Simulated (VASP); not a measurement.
# Al3GaAs4 (P-43m) in VASP: a series of runs

Runs on Al3GaAs4. Level: PBE. Tasks: single point, relaxation of cell and atoms.

All numbers are computed with VASP 6.6.1; they aren't measurements. Logs are shortened: lines on timing, memory, paths and dates and some standing lists are left out, and cuts for length are marked.

## 1. The cell of the first run

It takes space group P-43m (No. 215, cubic). The conventional cell has a = 5.733 Å, b = 5.733 Å, c = 5.733 Å, α = 90.00°, β = 90.00°, γ = 90.00°. Al (site symmetry -42m) has 4 As at 2.48 Å within 3.3 Å. Within 3.3 Å of Ga (site symmetry -43m) lie 4 As at 2.49 Å. Within 3.3 Å of As (site symmetry 3m) lie 3 Al at 2.48 Å and 1 Ga at 2.49 Å.

## 2. Single point, PBE

INCAR

```
  ALGO = Normal
  EDIFF = 1E-7
  ENCUT = 520
  GGA = PE
  ISIF = 2
  ISMEAR = 0
  LASPH = True
  LCHARG = False
  LREAL = False
  LWAVE = False
  NBANDS = 31
  NELM = 100
  PREC = Accurate
  SIGMA = 0.02
```

KPOINTS

```
k-points
0
Gamma
  6 6 6
```

POSCAR

```
Al3GaAs4
1.0
    5.7329450404      0.0000000000      0.0000000000
    0.0000000000      5.7329450404      0.0000000000
    0.0000000000      0.0000000000      5.7329450404
Al Ga As
3 1 4
Direct
    0.5000000000      0.0000000000      0.0000000000
    0.0000000000      0.0000000000      0.5000000000
    0.0000000000      0.5000000000      0.0000000000
    0.5000000000      0.5000000000      0.5000000000
    0.7508928941      0.2491071059      0.7508928941
    0.7508928941      0.7508928941      0.2491071059
    0.2491071059      0.2491071059      0.2491071059
    0.2491071059      0.7508928941      0.7508928941
```

Potentials or basis: VASP PAW PBE potentials, release 64 (Al, Ga_d, As).

Run with:

```bash
> cat potpaw_PBE.64/Al/POTCAR potpaw_PBE.64/Ga_d/POTCAR potpaw_PBE.64/As/POTCAR > POTCAR
> mpirun -np 1 vasp_std > vasp.out
```

OUTCAR:

```text
EDIFF = 1E-7
   ENCUT = 520
   GGA = PE
   ISIF = 2
   ISMEAR = 0
   LASPH = True
   LREAL = False
   NELM = 100
   PREC = Accurate

 ion  position               nearest neighbor table
   1  0.500  0.000  0.000-   5 2.48   6 2.48   7 2.48   8 2.48
   2  0.000  0.000  0.500-   5 2.48   6 2.48   7 2.48   8 2.48
   3  0.000  0.500  0.000-   5 2.48   6 2.48   7 2.48   8 2.48
   4  0.500  0.500  0.500-   5 2.49   6 2.49   7 2.49   8 2.49
   5  0.751  0.249  0.751-   1 2.48   3 2.48   2 2.48   4 2.49
   6  0.751  0.751  0.249-   1 2.48   3 2.48   2 2.48   4 2.49
   7  0.249  0.249  0.249-   1 2.48   3 2.48   2 2.48   4 2.49
   8  0.249  0.751  0.751-   1 2.48   3 2.48   2 2.48   4 2.49

  LATTYP: Found a simple cubic cell.
 ALAT       =     5.7329450404

  Lattice vectors:

 A1 = (   5.7329450404,   0.0000000000,   0.0000000000)
 A2 = (   0.0000000000,   5.7329450404,   0.0000000000)
 A3 = (   0.0000000000,   0.0000000000,   5.7329450404)

Analysis of symmetry for initial positions (statically):
=====================================================================
 Subroutine PRICEL returns:
 Original cell was already a primitive cell.

 Routine SETGRP: Setting up the symmetry group for a
 simple cubic supercell.

 Subroutine GETGRP returns: Found 24 space group operations
 (whereof 24 operations were pure point group operations)
 out of a pool of 48 trial point group operations.

The static configuration has the point symmetry T_d .

Analysis of symmetry for dynamics (positions and initial velocities):
=====================================================================
 Subroutine PRICEL returns:
 Original cell was already a primitive cell.

 Routine SETGRP: Setting up the symmetry group for a
 simple cubic supercell.

 Subroutine GETGRP returns: Found 24 space group operations
 (whereof 24 operations were pure point group operations)
 out of a pool of 48 trial point group operations.

The dynamic configuration has the point symmetry T_d .

 Subroutine INISYM returns: Found 24 space group operations
 (whereof 24 operations are pure point group operations),
 and found     1 'primitive' translations

----------------------------------------------------------------------------------------

                                     Primitive cell

  volume of cell :     188.4227

  direct lattice vectors                    reciprocal lattice vectors
     5.732945040  0.000000000  0.000000000     0.174430418  0.000000000  0.000000000
     0.000000000  5.732945040  0.000000000     0.000000000  0.174430418  0.000000000
     0.000000000  0.000000000  5.732945040     0.000000000  0.000000000  0.174430418

  length of vectors
     5.732945040  5.732945040  5.732945040     0.174430418  0.174430418  0.174430418

  position of ions in fractional coordinates (direct lattice)
     0.500000000  0.000000000  0.000000000
     0.000000000  0.000000000  0.500000000
     0.000000000  0.500000000  0.000000000
     0.500000000  0.500000000  0.500000000
     0.750892894  0.249107106  0.750892894
     0.750892894  0.750892894  0.249107106
     0.249107106  0.249107106  0.249107106
     0.249107106  0.750892894  0.750892894

  ion indices of the primitive-cell ions
   primitive index   ion index
                 1           1
                 2           2
                 3           3
                 4           4
                 5           5
                 6           6
                 7           7
                 8           8

----------------------------------------------------------------------------------------

 KPOINTS: k-points

Automatic generation of k-mesh.
 Grid dimensions read from file:
 generate k-points for:    6    6    6

 Generating k-lattice:

  Cartesian coordinates                     Fractional coordinates (reciprocal lattice)
     0.029071736  0.000000000  0.000000000     0.166666667  0.000000000  0.000000000
     0.000000000  0.029071736  0.000000000     0.000000000  0.166666667  0.000000000
     0.000000000  0.000000000  0.029071736     0.000000000  0.000000000  0.166666667

  Length of vectors
     0.029071736  0.029071736  0.029071736

  Shift w.r.t. Gamma in fractional coordinates (k-lattice)
     0.000000000  0.000000000  0.000000000

 Subroutine IBZKPT returns following result:
 ===========================================

 Found     20 irreducible k-points:

 Following reciprocal coordinates:
            Coordinates               Weight
  0.000000  0.000000  0.000000      1.000000
  0.166667  0.000000  0.000000      6.000000
  0.333333  0.000000  0.000000      6.000000
  0.500000  0.000000  0.000000      3.000000
  0.166667  0.166667  0.000000     12.000000
  0.333333  0.166667  0.000000     24.000000
[... 12 lines left out ...]
  0.500000  0.500000  0.333333      6.000000
  0.500000  0.500000  0.500000      1.000000
   k-points           NKPTS =     20   k-points in BZ     NKDIM =     20   number of bands    NBANDS=     31
   number of dos      NEDOS =    301   number of ions     NIONS =      8
   total plane-waves  NPLWV = 110592
   dimension x,y,z NGX =    48 NGY =   48 NGZ =   48
   dimension x,y,z NGXF=    96 NGYF=   96 NGZF=   96
   ions per type =               3   1   4
   NGX,Y,Z   is equivalent  to a cutoff of  13.92, 13.92, 13.92 a.u.
   NGXF,Y,Z  is equivalent  to a cutoff of  27.84, 27.84, 27.84 a.u.
 SYSTEM =  unknown system
   PREC   = accura    normal or accurate (medium, high low for compatibility)
   ISTART =      0    job   : 0-new  1-cont  2-samecut
   ICHARG =      2    charge: 1-file 2-atom 10-const
   ISPIN  =      1    spin polarized calculation?
   LNONCOLLINEAR =      F non collinear calculations
   LSORBIT =      F    spin-orbit coupling
   LASPH  =      T    aspherical Exc in radial PAW
   ENCUT  =  520.0 eV  38.22 Ry    6.18 a.u.  10.66 10.66 10.66*2*pi/ulx,y,z
   NELM   =    100;   NELMIN=  2; NELMDL= -5     # of ELM steps
   EDIFF  = 0.1E-06   stopping-criterion for ELM
   LREAL  =      F    real-space projection
   EDIFFG = 0.1E-05   stopping-criterion for IOM
   NSW    =      0    number of steps for IOM
   IBRION =     -1    ionic relax: 0-MD 1-quasi-New 2-CG
   NFREE  =      0    steps in history (QN), initial steepest desc. (CG)
   ISIF   =      2    stress and relaxation
   ISYM   =      2    0-nonsym 1-usesym 2-fastsym
   POTIM  = 0.5000    time-step for ionic-motion
   TEBEG  =    0.0;   TEEND  =   0.0 temperature during run
   PSTRESS=    0.0 pullay stress
   NELECT =      42.0000    total number of electrons
   NUPDOWN=      -1.0000    fix difference up-down
   EMIN   =  10.00;   EMAX   =-10.00  energy-range for DOS
   EFERMI =   0.00;   METHOD = LEGACY
   ISMEAR =     0;   SIGMA  =   0.02  broadening in eV -4-tet -1-fermi 0-gaus
   EFERMI_NEDOS =   21; number of points for ismear=-14 and -15
   IALGO  =     38    algorithm
   IMIX   =      4    mixing-type and parameters
     AMIX     =   0.40;   BMIX     =  1.00
     AMIX_MAG =   1.60;   BMIX_MAG =  1.00
  volume/ion in A,a.u.               =      23.55       158.94
  Fermi-wavevector in a.u.,A,eV,Ry     =   0.992613  1.875767 13.405568  0.985281
  Thomas-Fermi vector in A             =   2.124438
   LORBIT       =      0    0 simple, 1 ext, 2 COOP (PROOUT), +10 PAW based schemes
   GGA     = PE    functional components
   LHFCALC =     F    Hartree Fock is set to
   AEXX    =    0.0000 exact exchange contribution
   IVDW    =     0    specifies the selected vdW correction
   LEPSILON=     F    determine dielectric tensor
   LRPA    =     F    only Hartree local field effects (RPA)
 non-spin polarized calculation
 Gauss-broadening in eV      SIGMA  =   0.02
  energy-cutoff  :      520.00
  volume of cell :      188.42
 maximum number of plane-waves:      5112
 NGX is ok and might be reduce to    48
   NGX = 21   NGY = 21   NGZ = 21

 number of electron      42.0000017 magnetization

 Free energy of the ion-electron system (eV)
  ---------------------------------------------------
  ext. energy  EPLUGINS =         0.00000000
  ---------------------------------------------------
  free energy    TOTEN  =       -36.42333135 eV

  energy without entropy =      -36.42333135  energy(sigma->0) =      -36.42333135

 E-fermi :   3.6511     XC(G=0):  -9.0220

 val. band max:        3.5500045890   @ k =   0.0000   0.0000   0.0000
 cond. band min:       4.5787387218   @ k =   0.5000   0.5000   0.5000
 fundamental gap:      1.0287341328
 Fermi energy:         3.6510530962

 k-point     1 :       0.0000    0.0000    0.0000
  band No.  band energies     occupation
      1     -10.9041      2.00000
      2     -10.9041      2.00000
      3     -10.9041      2.00000
      4     -10.8379      2.00000
      5     -10.8379      2.00000
      6      -8.2896      2.00000
[... 23 lines left out ...]
     30       7.6578      0.00000
     31       7.6578      0.00000

 k-point     2 :       0.1667    0.0000    0.0000
  band No.  band energies     occupation
      1     -10.9046      2.00000
      2     -10.9044      2.00000
      3     -10.9044      2.00000
      4     -10.8379      2.00000
      5     -10.8377      2.00000
      6      -8.1991      2.00000
[... 23 lines left out ...]
     30       8.0430      0.00000
     31       8.0430      0.00000

 k-point     3 :       0.3333    0.0000    0.0000
  band No.  band energies     occupation
      1     -10.9055      2.00000
      2     -10.9049      2.00000
      3     -10.9049      2.00000
      4     -10.8378      2.00000
      5     -10.8373      2.00000
      6      -7.9359      2.00000
[... 23 lines left out ...]
     30       8.9756      0.00000
     31       8.9756      0.00000

 k-point     4 :       0.5000    0.0000    0.0000
  band No.  band energies     occupation
      1     -10.9059      2.00000
      2     -10.9051      2.00000
      3     -10.9051      2.00000
      4     -10.8378      2.00000
      5     -10.8371      2.00000
      6      -7.5808      2.00000
[... 23 lines left out ...]
     30       9.0585      0.00000
     31       9.0585      0.00000

 k-point     5 :       0.1667    0.1667    0.0000
  band No.  band energies     occupation
      1     -10.9050      2.00000
      2     -10.9046      2.00000
      3     -10.9046      2.00000
      4     -10.8378      2.00000
      5     -10.8376      2.00000
      6      -8.1107      2.00000
[... 23 lines left out ...]
     30       7.8365      0.00000
     31       8.4559      0.00000
[... 406 lines left out ...]
     30       8.3419      0.00000
     31       9.1662      0.00000

 k-point    18 :       0.5000    0.3333    0.3333
  band No.  band energies     occupation
      1     -10.9074      2.00000
      2     -10.9069      2.00000
      3     -10.9068      2.00000
      4     -10.8368      2.00000
      5     -10.8366      2.00000
      6      -7.1387      2.00000
[... 23 lines left out ...]
     30       8.5786      0.00000
     31       8.7410      0.00000

 k-point    19 :       0.5000    0.5000    0.3333
  band No.  band energies     occupation
      1     -10.9076      2.00000
      2     -10.9072      2.00000
      3     -10.9072      2.00000
      4     -10.8367      2.00000
      5     -10.8365      2.00000
      6      -7.0337      2.00000
[... 23 lines left out ...]
     30       8.3216      0.00000
     31       8.3444      0.00000

 k-point    20 :       0.5000    0.5000    0.5000
  band No.  band energies     occupation
      1     -10.9076      2.00000
      2     -10.9076      2.00000
      3     -10.9076      2.00000
      4     -10.8365      2.00000
      5     -10.8365      2.00000
      6      -7.0154      2.00000
[... 23 lines left out ...]
     30       8.1428      0.00000
     31       8.1428      0.00000

------------------------ aborting loop because EDIFF is reached ----------------------------------------

  FORCE on cell =-STRESS in cart. coord.  units (eV):
  Direction    XX          YY          ZZ          XY          YZ          ZX
  --------------------------------------------------------------------------------------
  -------------------------------------------------------------------------------------
  Total        0.1926017      0.1926017      0.1926017      0.0000000     -0.0000000      0.0000000
  in kB        1.6377116      1.6377116      1.6377116      0.0000000     -0.0000000      0.0000000
  external PRESSURE =       1.6377116 kB  Pullay stress =       0.0000000 kB

 VOLUME and BASIS-vectors are now :
 -----------------------------------------------------------------------------
  energy-cutoff  :      520.00
  volume of cell :      188.42
      direct lattice vectors                 reciprocal lattice vectors
     5.732945040  0.000000000  0.000000000     0.174430418  0.000000000  0.000000000
     0.000000000  5.732945040  0.000000000     0.000000000  0.174430418  0.000000000
     0.000000000  0.000000000  5.732945040     0.000000000  0.000000000  0.174430418

 POSITION                                       TOTAL-FORCE (eV/Angst)
 -----------------------------------------------------------------------------------
      2.86647      0.00000      0.00000         0.000000     -0.000000     -0.000000
      0.00000      0.00000      2.86647         0.000000     -0.000000     -0.000000
      0.00000      2.86647      0.00000         0.000000     -0.000000     -0.000000
      2.86647      2.86647      2.86647         0.000000     -0.000000     -0.000000
      4.30483      1.42812      4.30483         0.001543     -0.001543      0.001543
      4.30483      4.30483      1.42812         0.001543      0.001543     -0.001543
      1.42812      1.42812      1.42812        -0.001543     -0.001543     -0.001543
      1.42812      4.30483      4.30483        -0.001543      0.001543      0.001543
 -----------------------------------------------------------------------------------
    total drift:                               -0.000000     -0.000000     -0.000000

  FREE ENERGIE OF THE ION-ELECTRON SYSTEM (eV)
  ---------------------------------------------------
  free  energy   TOTEN  =       -36.4233313511 eV

  energy  without entropy=      -36.4233313511  energy(sigma->0) =      -36.42333135
```

Run time: 2.3 min. Hardware: 1 thread of AMD EPYC 7R43 (Zen 3), shared host; peak memory 0.36 GiB.

Results:

* Free energy: -36.4233 eV
* Pressure: 0.2 GPa
* Band gap on the k mesh: 1.03 eV (least direct gap 1.16 eV)

Forces on the atoms (eV/Å):
```
Al   0.000  0.000  0.000
Al   0.000  0.000  0.000
Al   0.000  0.000  0.000
Ga   0.000  0.000  0.000
As   0.002 -0.002  0.002
As   0.002  0.002 -0.002
As  -0.002 -0.002 -0.002
As  -0.002  0.002  0.002
```

[end of part 1 of 2]
